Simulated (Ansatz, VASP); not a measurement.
## One calculation of MoS, two programs

The input INCAR:

```
PREC = Accurate
ENCUT = 600
EDIFF = 1E-6
ISMEAR = 0
SIGMA = 0.1
LREAL = False
LASPH = True
NELM = 150
ALGO = Normal
ISIF = 3
LWAVE = False
LCHARG = False
ISPIN = 2
MAGMOM = 0.14 0.14 0 0
LORBIT = 11
LMAXMIX = 4
GGA = PE
IBRION = 2
NSW = 100
EDIFFG = -0.05
```

The input KPOINTS:

```
Automatic mesh
0
Gamma
  6 6 4
```

POSCAR

```
MoS
1.0
    3.4399428711      0.0000000000      0.0000000000
   -1.7199714355      2.9790779139      0.0000000000
    0.0000000000      0.0000000000      5.3319114501
Mo S
2 2
Direct
    0.0000000000      0.0000000000      0.0000000000
    0.0000000000      0.0000000000      0.5000000000
    0.3333333333      0.6666666667      0.2500000000
    0.6666666667      0.3333333333      0.7500000000
```

Input for Ansatz:

```yaml
crystal:
  lattice:
    - [3.4399428711, 0.0, 0.0]
    - [-1.7199714355, 2.9790779139, 0.0]
    - [0.0, 0.0, 5.3319114501]
  atoms:
    - { symbol: Mo, position: [0.0, 0.0, 0.0], spin: 0.14 }
    - { symbol: Mo, position: [0.0, 0.0, 0.5], spin: 0.14 }
    - { symbol: S, position: [0.3333333333, 0.6666666667, 0.25] }
    - { symbol: S, position: [0.6666666667, 0.3333333333, 0.75] }
basis:
  ecutwfc: 420
kpoints:
  mp_grid: { grid: [6, 6, 4] }
hamiltonian:
  xc: pbe
scf:
  occupations: { method: gaussian, width: 0.1 }
output:
  forces: true
  stress: true
  eigenvalues: true
  populations: true
magnetization:
  spin_polarized: true
relax:
  adjacent_minimum: "off"
  f_tol: 0.05
  max_steps: 80
  cell: { stress_tol: 0.5 }
```

Alike in both runs: task relaxation of cell and atoms; functional PBE; k mesh 6 × 6 × 4; occupations gaussian, width 0.1 eV; collinear spin.

|  | VASP | Ansatz |
| --- | --- | --- |
| version | VASP 6.6.1 | Ansatz 0.2.0 |
| potentials or method | VASP PAW PBE potentials, release 64 (Mo_sv, S), cutoff 600 eV | scalar-relativistic, plane waves, PAW |
| valence electrons in the cell | 40 | 40 |

Ansatz gave:

```
gap on the k mesh at the Fermi level, each at its own relaxed structure (eV) : none
net moment per atom (μB)                                                     : 0.00
relaxed volume (Å³/atom)                                                     : 14.65
relaxed cell length with the largest relative difference (Å)                 : 6.330
```

Problem. Which values does VASP return?

Solution. gap on the k mesh at the Fermi level, each at its own relaxed structure (eV): none; net moment per atom (μB): 0.00; relaxed volume (Å³/atom): 14.67; relaxed cell length with the largest relative difference (Å): 6.321.

A gap of «none» marks a metal or a gap that the smearing closes. Ansatz's warnings: seeded moment not kept.
